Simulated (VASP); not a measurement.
Here is a VASP 6.6.1 calculation.

File POSCAR:

```
SiC
1.0
    3.0759982064      0.0000000000      0.0000000000
   -1.5379991032      2.6638925888      0.0000000000
    0.0000000000      0.0000000000      5.0480000000
Si C
2 2
Direct
    0.3333333333      0.6666666667      0.0089144216
    0.6666666667      0.3333333333      0.4910855784
    0.3333333333      0.6666666667      0.3829180443
    0.6666666667      0.3333333333      0.8870819557
```

File INCAR.step1:

```
SYSTEM = SiC
PREC     = Accurate       ! precision mode
ENCUT    = 520            ! plane-wave cutoff, eV
ISMEAR   = 0              ! smearing method
SIGMA    = 0.05           ! smearing width, eV
LREAL    = .False.        ! projectors in reciprocal space
LASPH    = .True.         ! aspherical terms in the spheres
NELM     = 80             ! most SCF steps
NBANDS   = 16             ! bands
GGA      = PE             ! functional
ALGO     = Normal         ! electronic algorithm
EDIFF    = 1E-4           ! SCF threshold, eV
LWAVE    = .True.         ! write WAVECAR
LCHARG   = .False.        ! write CHGCAR
```

INCAR.step2

```
SYSTEM = SiC
PREC     = Accurate       ! precision mode
ENCUT    = 520            ! plane-wave cutoff, eV
EDIFF    = 1E-6           ! SCF threshold, eV
ISMEAR   = 0              ! smearing method
SIGMA    = 0.05           ! smearing width, eV
LREAL    = .False.        ! projectors in reciprocal space
LASPH    = .True.         ! aspherical terms in the spheres
NELM     = 80             ! most SCF steps
ALGO     = Normal         ! electronic algorithm
ISIF     = 2              ! what is computed and relaxed
LWAVE    = .False.        ! write WAVECAR
LCHARG   = .True.         ! write CHGCAR
METAGGA  = R2SCAN         ! meta-GGA
LMIXTAU  = .True.       
LELF     = .True.         ! ELF
LVHAR    = .True.       
NBANDS   = 16             ! bands
ISTART   = 1
```

KPOINTS

```
Automatic mesh
0
Gamma
  12 12 6
  0 0 0
```

Potentials or basis: VASP PAW PBE potentials, release 64 (Si, C).

The run is started by

```sh
$ cat potpaw_PBE.64/Si/POTCAR potpaw_PBE.64/C/POTCAR > POTCAR
$ cp INCAR.step1 INCAR
$ mpirun -np 1 vasp_std > vasp.out
$ cp INCAR.step2 INCAR
$ mpirun -np 1 vasp_std > vasp.out
```

(1) What does it give for the band gap on the k mesh?

(2) What does it give for the pressure?

(3) Predict the largest force.

Results:

(1) 2.70 eV, indirect (least direct gap 4.50 eV).

(2) 0.4 GPa.

(3) 2.155 eV/Å.

Caveat: the cell differs from its parent crystal (mode 6 (566.1 1/cm) frozen in, largest displacement +0.045 Å); the PAW data sets were made with another functional, which shifts forces and pressure a little.
